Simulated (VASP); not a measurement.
TiC: single point with PBE

The system is TiC.

```xyz
2
Lattice="0.0000 2.1657 2.1657 2.1657 0.0000 2.1657 2.1657 2.1657 0.0000" Properties=species:S:1:pos:R:3 pbc="T T T"
Ti    0.0000    0.0000    0.0000
C     2.1657    2.1657    2.1657
```

| Item | Value |
| --- | --- |
| Program | VASP 6.6.1 |
| Task | single point |
| Functional | PBE |
| Potentials or basis | VASP PAW PBE potentials, release 64 (Ti_sv, C) |
| Cutoff | 520 eV |
| k mesh | 6 × 6 × 6 |
| Occupations | fermi-dirac, width 0.05 eV |
| Spin | no spin polarisation |

```
Pressure               : 0.4 GPa
Band gap on the k mesh : zero (bands 8 and 9 overlap by 1.03 eV)
```

Levels at points of the mesh, in eV from the Fermi level:
```csv
k point,band 6,band 7,band 8,band 9,band 10,band 11
"(0.00, 0.00, 0.00)",0.80,0.80,0.80,1.79,1.79,1.79
"(0.50, 0.00, 0.00)",-5.73,-2.78,-2.78,3.02,3.02,4.21
"(0.50, 0.50, 0.00)",-3.32,-1.51,0.08,0.08,2.81,3.62
```

Run time: 12 s on 1 thread of AMD EPYC 7R43 64-Core Processor (Zen 3) (shared host), peak memory 0.1 GiB.

Caveat: the k points lie up to 0.42 Å⁻¹ apart, too coarse for converged energies and pressures of a metal.
